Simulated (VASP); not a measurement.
Input of a VASP 6.6.1 run:

File INCAR:

```
SYSTEM = NaF
PREC = Accurate ; ENCUT = 520
EDIFF = 1E-6 ; ISMEAR = -1
SIGMA = 0.05 ; LREAL = .FALSE.
LASPH = .TRUE. ; NELM = 100
ALGO = Normal ; ISIF = 2
LWAVE = .FALSE. ; LCHARG = .FALSE.
GGA = CA ; NBANDS = 14
```

Contents of KPOINTS:

```
regular mesh
0
G
  8 8 8
  0 0 0
```

File POSCAR:

```
NaF
1.0
    0.0000000000      2.3200000000      2.3200000000
    2.3200000000      0.0000000000      2.3200000000
    2.3200000000      2.3200000000      0.0000000000
Na F
1 1
Direct
    0.0000000000      0.0000000000      0.0000000000
    0.5000000000      0.5000000000      0.5000000000
```

Potentials or basis: VASP PAW LDA potentials, release 64 (Na_pv, F).

Launch:

```console
$ cat potpaw_LDA.64/Na_pv/POTCAR potpaw_LDA.64/F/POTCAR > POTCAR
$ mpirun -np 1 vasp_std > vasp.out
```

(1) Estimate the band gap on the k mesh.

(2) Estimate the pressure.

Answers

(1) 5.93 eV, direct.

(2) -4.6 GPa.
